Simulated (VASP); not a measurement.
# Cd2HgTe3 (P-3m1) in VASP: single point with PBE

Aim: the single point of Cd2HgTe3 with PBE.

All numbers are computed with VASP 6.6.1; they aren't measurements. Logs are shortened: lines on timing, memory, paths and dates and some standing lists are left out, and cuts for length are marked.

## 1. The cell of the first run

Symmetry: P-3m1, No. 164, trigonal system. Conventional cell: a = 4.336 Å, b = 4.336 Å, c = 10.642 Å, α = 90.00°, β = 90.00°, γ = 120.00°. Within 4.0 Å of Cd (site symmetry 3m) lie 6 Te at 3.04 to 3.07 Å. Hg (site symmetry -3m) has 6 Te at 3.09 Å within 4.1 Å. Te (site symmetry -3m) has 6 Cd at 3.07 Å within 4.0 Å. Within 4.0 Å of Te (site symmetry 3m) lie 3 Cd at 3.04 Å and 3 Hg at 3.09 Å.

## 2. Single point, PBE

File INCAR:

```
SYSTEM = Cd2HgTe3
  PREC = Accurate
  ENCUT = 520
  EDIFF = 1E-6
  ISMEAR = 0
  SIGMA = 0.1
  LREAL = .False.
  LASPH = .True.
  NELM = 60
  ALGO = Normal
  ISIF = 2
  LWAVE = .False.
  LCHARG = .False.
  GGA = PE
  NBANDS = 36
```

File KPOINTS:

```
regular mesh
0
Gamma
  12 12 4
  0 0 0
```

File POSCAR:

```
Cd2HgTe3
1.0
    4.3363562098      0.0000000000      0.0000000000
   -2.1681781049      3.7553946376      0.0000000000
    0.0000000000      0.0000000000     10.6420033445
Cd Hg Te
2 1 3
Direct
    0.3333333333      0.6666666667      0.6666889514
    0.6666666667      0.3333333333      0.3333110486
    0.0000000000      0.0000000000      0.0000000000
    0.0000000000      0.0000000000      0.5000000000
    0.3333333333      0.6666666667      0.1706297352
    0.6666666667      0.3333333333      0.8293702648
```

Potentials or basis: VASP PAW PBE potentials, release 64 (Cd, Hg, Te).

The run is started by

```console
cat potpaw_PBE.64/Cd/POTCAR potpaw_PBE.64/Hg/POTCAR potpaw_PBE.64/Te/POTCAR > POTCAR
mpirun -np 1 vasp_std > vasp.out
```

OUTCAR:

```text
SYSTEM = Cd2HgTe3
   PREC = Accurate
   ENCUT = 520
   EDIFF = 1E-6
   ISMEAR = 0
   LREAL = .False.
   LASPH = .True.
   NELM = 60
   ISIF = 2
   GGA = PE

 ion  position               nearest neighbor table
   1  0.333  0.667  0.667-   6 3.04   6 3.04   6 3.04   4 3.07   4 3.07   4 3.07
   2  0.667  0.333  0.333-   5 3.04   5 3.04   5 3.04   4 3.07   4 3.07   4 3.07
   3  0.000  0.000  0.000-   5 3.09   6 3.09   6 3.09   5 3.09   6 3.09   5 3.09
   4  0.000  0.000  0.500-   1 3.07   2 3.07   2 3.07   1 3.07   2 3.07   1 3.07
   5  0.333  0.667  0.171-   2 3.04   2 3.04   2 3.04   3 3.09   3 3.09   3 3.09
   6  0.667  0.333  0.829-   1 3.04   1 3.04   1 3.04   3 3.09   3 3.09   3 3.09

  LATTYP: Found a hexagonal cell.
 ALAT       =     4.3363562098
 C/A-ratio  =     2.4541349533

  Lattice vectors:

 A1 = (   4.3363562098,   0.0000000000,   0.0000000000)
 A2 = (  -2.1681781049,   3.7553946376,   0.0000000000)
 A3 = (   0.0000000000,   0.0000000000,  10.6420033445)

Analysis of symmetry for initial positions (statically):
=====================================================================
 Subroutine PRICEL returns:
 Original cell was already a primitive cell.

 Routine SETGRP: Setting up the symmetry group for a
 hexagonal supercell.

 Subroutine GETGRP returns: Found 12 space group operations
 (whereof 12 operations were pure point group operations)
 out of a pool of 24 trial point group operations.

The static configuration has the point symmetry D_3d.

Analysis of symmetry for dynamics (positions and initial velocities):
=====================================================================
 Subroutine PRICEL returns:
 Original cell was already a primitive cell.

 Routine SETGRP: Setting up the symmetry group for a
 hexagonal supercell.

 Subroutine GETGRP returns: Found 12 space group operations
 (whereof 12 operations were pure point group operations)
 out of a pool of 24 trial point group operations.

The dynamic configuration has the point symmetry D_3d.

 Subroutine INISYM returns: Found 12 space group operations
 (whereof 12 operations are pure point group operations),
 and found     1 'primitive' translations

----------------------------------------------------------------------------------------

                                     Primitive cell

  volume of cell :     173.3021

  direct lattice vectors                    reciprocal lattice vectors
     4.336356210  0.000000000  0.000000000     0.230608361  0.133141800  0.000000000
    -2.168178105  3.755394638  0.000000000     0.000000000  0.266283599  0.000000000
     0.000000000  0.000000000 10.642003345     0.000000000  0.000000000  0.093967270

  length of vectors
     4.336356210  4.336356210 10.642003345     0.266283599  0.266283599  0.093967270

  position of ions in fractional coordinates (direct lattice)
     0.333333333  0.666666667  0.666688951
     0.666666667  0.333333333  0.333311049
     0.000000000  0.000000000  0.000000000
     0.000000000  0.000000000  0.500000000
     0.333333333  0.666666667  0.170629735
     0.666666667  0.333333333  0.829370265

  ion indices of the primitive-cell ions
   primitive index   ion index
                 1           1
                 2           2
                 3           3
                 4           4
                 5           5
                 6           6

----------------------------------------------------------------------------------------

 KPOINTS: regular mesh

Automatic generation of k-mesh.
 Grid dimensions read from file:
 generate k-points for:   12   12    4

 Generating k-lattice:

  Cartesian coordinates                     Fractional coordinates (reciprocal lattice)
     0.019217363  0.011095150  0.000000000     0.083333333  0.000000000  0.000000000
     0.000000000  0.022190300  0.000000000     0.000000000  0.083333333  0.000000000
     0.000000000  0.000000000  0.023491817     0.000000000  0.000000000  0.250000000

  Length of vectors
     0.022190300  0.022190300  0.023491817

  Shift w.r.t. Gamma in fractional coordinates (k-lattice)
     0.000000000  0.000000000  0.000000000

 Subroutine IBZKPT returns following result:
 ===========================================

 Found     69 irreducible k-points:

 Following reciprocal coordinates:
            Coordinates               Weight
  0.000000  0.000000  0.000000      1.000000
  0.083333 -0.000000  0.000000      6.000000
  0.166667 -0.000000  0.000000      6.000000
  0.250000  0.000000  0.000000      6.000000
  0.333333  0.000000  0.000000      6.000000
  0.416667  0.000000  0.000000      6.000000
[... 16 lines left out ...]
  0.166667 -0.000000  0.250000      6.000000
  0.000000  0.166667  0.250000      6.000000
 [... further k-points ...]
   k-points           NKPTS =     69   k-points in BZ     NKDIM =     69   number of bands    NBANDS=     36
   number of dos      NEDOS =    301   number of ions     NIONS =      6
   total plane-waves  NPLWV =  81920
   dimension x,y,z NGX =    32 NGY =   32 NGZ =   80
   dimension x,y,z NGXF=    64 NGYF=   64 NGZF=  160
   ions per type =               2   1   3
   NGX,Y,Z   is equivalent  to a cutoff of  12.27, 12.27, 12.50 a.u.
   NGXF,Y,Z  is equivalent  to a cutoff of  24.54, 24.54, 24.99 a.u.
 SYSTEM =  Cd2HgTe3
   PREC   = accura    normal or accurate (medium, high low for compatibility)
   ISTART =      0    job   : 0-new  1-cont  2-samecut
   ICHARG =      2    charge: 1-file 2-atom 10-const
   ISPIN  =      1    spin polarized calculation?
   LNONCOLLINEAR =      F non collinear calculations
   LSORBIT =      F    spin-orbit coupling
   LASPH  =      T    aspherical Exc in radial PAW
   ENCUT  =  520.0 eV  38.22 Ry    6.18 a.u.   8.06  8.06 19.79*2*pi/ulx,y,z
   NELM   =     60;   NELMIN=  2; NELMDL= -5     # of ELM steps
   EDIFF  = 0.1E-05   stopping-criterion for ELM
   LREAL  =      F    real-space projection
   EDIFFG = 0.1E-04   stopping-criterion for IOM
   NSW    =      0    number of steps for IOM
   IBRION =     -1    ionic relax: 0-MD 1-quasi-New 2-CG
   NFREE  =      0    steps in history (QN), initial steepest desc. (CG)
   ISIF   =      2    stress and relaxation
   ISYM   =      2    0-nonsym 1-usesym 2-fastsym
   POTIM  = 0.5000    time-step for ionic-motion
   TEBEG  =    0.0;   TEEND  =   0.0 temperature during run
   PSTRESS=    0.0 pullay stress
   NELECT =      54.0000    total number of electrons
   NUPDOWN=      -1.0000    fix difference up-down
   EMIN   =  10.00;   EMAX   =-10.00  energy-range for DOS
   EFERMI =   0.00;   METHOD = LEGACY
   ISMEAR =     0;   SIGMA  =   0.10  broadening in eV -4-tet -1-fermi 0-gaus
   EFERMI_NEDOS =   21; number of points for ismear=-14 and -15
   IALGO  =     38    algorithm
   IMIX   =      4    mixing-type and parameters
     AMIX     =   0.40;   BMIX     =  1.00
     AMIX_MAG =   1.60;   BMIX_MAG =  1.00
  volume/ion in A,a.u.               =      28.88       194.92
  Fermi-wavevector in a.u.,A,eV,Ry     =   1.109868  2.097347 16.759760  1.231808
  Thomas-Fermi vector in A             =   2.246413
   LORBIT       =      0    0 simple, 1 ext, 2 COOP (PROOUT), +10 PAW based schemes
   GGA     = PE    functional components
   LHFCALC =     F    Hartree Fock is set to
   AEXX    =    0.0000 exact exchange contribution
   IVDW    =     0    specifies the selected vdW correction
   LEPSILON=     F    determine dielectric tensor
   LRPA    =     F    only Hartree local field effects (RPA)
 non-spin polarized calculation
 Gauss-broadening in eV      SIGMA  =   0.10
  energy-cutoff  :      520.00
  volume of cell :      173.30
 maximum number of plane-waves:      4698
   NGX = 17   NGY = 17   NGZ = 39

 number of electron      53.9999989 magnetization

 Free energy of the ion-electron system (eV)
  ---------------------------------------------------
  ext. energy  EPLUGINS =         0.00000000
  ---------------------------------------------------
  free energy    TOTEN  =       -12.21225320 eV

  energy without entropy =      -12.19557817  energy(sigma->0) =      -12.20391568

 E-fermi :   3.8954     XC(G=0):  -9.6922

 val. band max:        3.8806132298   @ k =   0.0000   0.0000   0.0000
 cond. band min:       3.8986548732   @ k =   0.1667  -0.0000   0.5000
 fundamental gap:      0.0180416435
 Fermi energy:         3.8954208771

 k-point     1 :       0.0000    0.0000    0.0000
  band No.  band energies     occupation
      1      -7.7198      2.00000
      2      -7.0156      2.00000
      3      -6.9395      2.00000
      4      -4.4942      2.00000
      5      -4.4942      2.00000
      6      -4.4267      2.00000
[... 28 lines left out ...]
     35       8.5754      0.00000
     36       8.8154      0.00000

 k-point     2 :       0.0833   -0.0000    0.0000
  band No.  band energies     occupation
      1      -7.6708      2.00000
      2      -6.9972      2.00000
      3      -6.9240      2.00000
      4      -4.4901      2.00000
      5      -4.4753      2.00000
      6      -4.4271      2.00000
[... 28 lines left out ...]
     35       9.3937      0.00000
     36       9.7580      0.00000

 k-point     3 :       0.1667   -0.0000    0.0000
  band No.  band energies     occupation
      1      -7.5296      2.00000
      2      -6.9500      2.00000
      3      -6.8800      2.00000
      4      -4.4813      2.00000
      5      -4.4284      2.00000
      6      -4.4154      2.00000
[... 28 lines left out ...]
     35       9.8746      0.00000
     36       9.9812      0.00000

 k-point     4 :       0.2500    0.0000    0.0000
  band No.  band energies     occupation
      1      -7.3166      2.00000
      2      -6.9022      2.00000
      3      -6.8064      2.00000
      4      -4.4753      2.00000
      5      -4.4229      2.00000
      6      -4.4060      2.00000
[... 28 lines left out ...]
     35       9.6694      0.00000
     36      10.0003      0.00000

 k-point     5 :       0.3333    0.0000    0.0000
  band No.  band energies     occupation
      1      -7.0705      2.00000
      2      -6.8731      2.00000
      3      -6.7200      2.00000
      4      -4.4759      2.00000
      5      -4.4096      2.00000
      6      -4.3977      2.00000
[... 655 lines left out ...]
 k-point    22 :       0.0000    0.0833    0.2500
  band No.  band energies     occupation
      1      -7.6188      2.00000
      2      -7.2270      2.00000
      3      -6.7340      2.00000
      4      -4.4902      2.00000
      5      -4.4681      2.00000
      6      -4.4277      2.00000
[... 28 lines left out ...]
     35       9.3765      0.00000
     36       9.8315      0.00000

 k-point    23 :       0.1667   -0.0000    0.2500
  band No.  band energies     occupation
      1      -7.4781      2.00000
      2      -7.1527      2.00000
      3      -6.7222      2.00000
      4      -4.4819      2.00000
      5      -4.4283      2.00000
      6      -4.4148      2.00000
[... 28 lines left out ...]
     35       9.5883      0.00000
     36       9.8288      0.00000

 k-point    24 :       0.0000    0.1667    0.2500
  band No.  band energies     occupation
      1      -7.4871      2.00000
      2      -7.1275      2.00000
      3      -6.7417      2.00000
      4      -4.4804      2.00000
      5      -4.4347      2.00000
      6      -4.4165      2.00000
[... 28 lines left out ...]
     35       9.2996      0.00000
     36       9.8142      0.00000

 [... further k-points ...]
[... 5 lines left out ...]
  --------------------------------------------------------------------------------------
  -------------------------------------------------------------------------------------
  Total        0.1355899      0.1355899      0.1346996      0.0000000     -0.0000000      0.0000000
  in kB        1.2535277      1.2535277      1.2452973      0.0000000     -0.0000000      0.0000000
  external PRESSURE =       1.2507843 kB  Pullay stress =       0.0000000 kB

 VOLUME and BASIS-vectors are now :
 -----------------------------------------------------------------------------
  energy-cutoff  :      520.00
  volume of cell :      173.30
      direct lattice vectors                 reciprocal lattice vectors
     4.336356210  0.000000000  0.000000000     0.230608361  0.133141800  0.000000000
    -2.168178105  3.755394638  0.000000000     0.000000000  0.266283599  0.000000000
     0.000000000  0.000000000 10.642003345     0.000000000  0.000000000  0.093967270

 POSITION                                       TOTAL-FORCE (eV/Angst)
 -----------------------------------------------------------------------------------
     -0.00000      2.50360      7.09491        -0.000000      0.000000      0.007244
      2.16818      1.25180      3.54710         0.000000      0.000000     -0.007244
      0.00000      0.00000      0.00000        -0.000000      0.000000      0.000000
      0.00000      0.00000      5.32100        -0.000000      0.000000      0.000000
     -0.00000      2.50360      1.81584        -0.000000     -0.000000      0.001574
      2.16818      1.25180      8.82616        -0.000000      0.000000     -0.001574
 -----------------------------------------------------------------------------------
    total drift:                               -0.000000      0.000000     -0.000000

  FREE ENERGIE OF THE ION-ELECTRON SYSTEM (eV)
  ---------------------------------------------------
  free  energy   TOTEN  =       -12.2122532000 eV

  energy  without entropy=      -12.1955781663  energy(sigma->0) =      -12.20391568
```

It took 7.5 min on 1 thread of AMD EPYC 7R13 (Zen 3), shared host; peak memory 0.51 GiB.

What came out:

* Free energy: -12.2123 eV
* Pressure: 0.1 GPa
* Largest force: 0.007 eV/Å
* Band gap on the k mesh: zero (band 27 reaches 4.04 eV, above the bottom of band 28 at 3.27 eV)

Forces on the atoms (eV/Å):
```
Cd   0.000  0.000  0.007
Cd   0.000  0.000 -0.007
Hg   0.000  0.000  0.000
Te   0.000  0.000  0.000
Te   0.000  0.000  0.002
Te   0.000  0.000 -0.002
```

Caveat: spin-orbit coupling is left out, which moves the levels of the heavy elements.
